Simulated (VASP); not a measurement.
A run of VASP 6.6.1 is set up as follows.

INCAR

```
SYSTEM = Sn
ALGO     = Normal         ! electronic algorithm
EDIFF    = 1E-6           ! SCF threshold, eV
ENCUT    = 520            ! plane-wave cutoff, eV
GGA      = PE             ! functional
ISIF     = 2              ! what is computed and relaxed
ISMEAR   = -1             ! smearing method
LASPH    = .True.         ! aspherical terms in the spheres
LCHARG   = .True.         ! write CHGCAR
LELF     = .True.         ! ELF
LREAL    = .False.        ! projectors in reciprocal space
LVHAR    = .True.       
LWAVE    = .False.        ! write WAVECAR
NBANDS   = 36             ! bands
NELM     = 60             ! most SCF steps
PREC     = Accurate       ! precision mode
SIGMA    = 0.02           ! smearing width, eV
```

KPOINTS

```
k-points
0
Gamma
  6 6 4
  0 0 0
```

Contents of POSCAR:

```
Sn
1.0
    4.6812909939      0.0000000000      0.0000000000
   -2.3406454969      4.0541169232      0.0000000000
    0.0000000000      0.0000000000      7.6900307835
Sn
4
Direct
    0.3333333333      0.6666666667      0.0001287801
    0.6666666667      0.3333333333      0.5001287801
    0.3333333333      0.6666666667      0.3748712199
    0.6666666667      0.3333333333      0.8748712199
```

Potentials or basis: VASP PAW PBE potentials, release 64 (Sn_d).

Run with:

```sh
$ cat potpaw_PBE.64/Sn_d/POTCAR > POTCAR
$ mpirun -np 1 vasp_std > vasp.out
```

What does it give for the band gap on the k mesh?

Zero (band 28 reaches 4.99 eV, above the bottom of band 29 at 4.88 eV).

Estimate the largest force.

0.042 eV/Å.

What does it give for the pressure?

0.3 GPa.

Forces on the atoms (eV/Å):
```
Sn   0.000  0.000 -0.042
Sn   0.000  0.000 -0.042
Sn   0.000  0.000  0.042
Sn   0.000  0.000  0.042
```

Caveat: the cell differs from its parent crystal (strain +1.0%); spin-orbit coupling is left out, which moves the levels of the heavy elements.
